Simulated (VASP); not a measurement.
# GaSb: single point with PBE

GaSb:

```xyz
2
Lattice="-2.8580 2.8580 1.5548 2.8580 -2.8580 1.5548 2.8580 2.8580 -1.5548" Properties=species:S:1:pos:R:3 pbc="T T T"
Ga    2.8580    0.0000    0.7774
Sb    0.0000    0.0000    0.0000
```

| Quantity | Value |
| --- | --- |
| Program | VASP 6.6.1 |
| Task | single point |
| Functional | PBE |
| Potentials or basis | VASP PAW PBE potentials, release 64 (Ga_d, Sb) |
| Cutoff | 520 eV |
| k mesh | 16 × 16 × 16 |
| Occupations | gaussian, width 0.15 eV |
| Spin | no spin polarisation |

```json
{
  "Pressure": "-2.3 GPa",
  "Band gap on the k mesh": "zero (bands 9 and 10 overlap by 4.14 eV)"
}
```

Stress tensor (GPa, compression positive):
```
-2.99  0.00  0.00
 0.00 -2.99  0.00
 0.00  0.00 -0.88
```

Levels at points of the mesh, in eV from the Fermi level:
```csv
k point,band 7,band 8,band 9,band 10,band 11,band 12
"(0.00, 0.00, 0.00)",-3.64,-1.96,-1.96,3.32,5.51,6.45
"(0.50, 0.00, 0.00)",-5.24,-2.55,-1.16,-1.14,2.56,3.01
"(0.50, 0.50, 0.00)",-7.77,-0.29,1.48,1.62,1.85,5.07
"(0.50, 0.50, 0.50)",-5.99,-4.71,-4.71,4.27,5.86,9.19
```

Wall time 2.5 min on 1 thread of Intel Xeon 8259CL (shared host), peak memory 0.41 GiB.

Caveat: spin-orbit coupling is left out, which moves the levels of the heavy elements.
